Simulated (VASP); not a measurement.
A run of VASP 6.6.1 is set up as follows.

File INCAR:

```
SYSTEM = CoO
PREC = Accurate ; ENCUT = 520
EDIFF = 1E-8 ; ISMEAR = -1
SIGMA = 0.05 ; LREAL = .FALSE.
LASPH = .TRUE. ; NELM = 150
ALGO = Normal ; ISIF = 2
LWAVE = .FALSE. ; LCHARG = .FALSE.
ISPIN = 2 ; MAGMOM = 2 0
LORBIT = 11 ; LMAXMIX = 4
GGA = PS ; LEFG = .TRUE.
NBANDS = 18
```

KPOINTS

```
regular mesh
0
G
  16 16 16
  0 0 0
```

POSCAR

```
CoO
1.0
    0.0000000000      2.1171941998      2.1171941998
    2.1171941998      0.0000000000      2.1171941998
    2.1171941998      2.1171941998      0.0000000000
Co O
1 1
Direct
    0.0000000000      0.0000000000      0.0000000000
    0.5000000000      0.5000000000      0.5000000000
```

Potentials or basis: VASP PAW PBE potentials, release 64 (Co, O).

Run with:

```bash
$ cat potpaw_PBE.64/Co/POTCAR potpaw_PBE.64/O/POTCAR > POTCAR
$ mpirun -np 1 vasp_std > vasp.out
```

What does it give for the pressure?

-8.2 GPa.

Predict the net moment.

2.90 μB per cell.

What does it give for the site moments?

Co +2.54; O +0.31 μB.

Caveat: without QUAD_EFG the Cq values of the log hold for a quadrupole moment of 1 mb, not for the nuclei; the PAW data sets were made with another functional, which shifts forces and pressure a little; a cell with one magnetic atom can't hold antiferromagnetic order, which such compounds often take.
